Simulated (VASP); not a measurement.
A run of VASP 6.6.1:

Contents of INCAR:

```
SYSTEM = HgF3
PREC     = Accurate       ! precision mode
ENCUT    = 520            ! plane-wave cutoff, eV
EDIFF    = 1E-7           ! SCF threshold, eV
ISMEAR   = 1              ! smearing method
SIGMA    = 0.025          ! smearing width, eV
LREAL    = .False.        ! projectors in reciprocal space
LASPH    = .True.         ! aspherical terms in the spheres
NELM     = 60             ! most SCF steps
ALGO     = Normal         ! electronic algorithm
ISIF     = 2              ! what is computed and relaxed
LWAVE    = .False.        ! write WAVECAR
LCHARG   = .False.        ! write CHGCAR
GGA      = PE             ! functional
NBANDS   = 24             ! bands
```

KPOINTS

```
regular mesh
0
Gamma
  7 7 7
  0 0 0
```

The input POSCAR:

```
HgF3
1.0
    0.0000000000      2.8631710000      2.8631710000
    2.8631710000      0.0000000000      2.8631710000
    2.8631710000      2.8631710000      0.0000000000
Hg F
1 3
Direct
    0.0000000000      0.0000000000      0.0000000000
    0.5000000000      0.5000000000      0.5000000000
    0.7500000000      0.7500000000      0.7500000000
    0.2500000000      0.2500000000      0.2500000000
```

Potentials or basis: VASP PAW PBE potentials, release 64 (Hg, F).

Command:

```bash
$ cat potpaw_PBE.64/Hg/POTCAR potpaw_PBE.64/F/POTCAR > POTCAR
$ mpirun -np 1 vasp_std > vasp.out
```

Hardware: 1 thread of Intel Xeon 8259CL, with other jobs on the host.

Estimate the wall time of this run.

Run time: 49 s on 1 thread of Intel Xeon 8259CL (shared host), peak memory 0.18 GiB. Counts: scf iterations 17, k points 20.
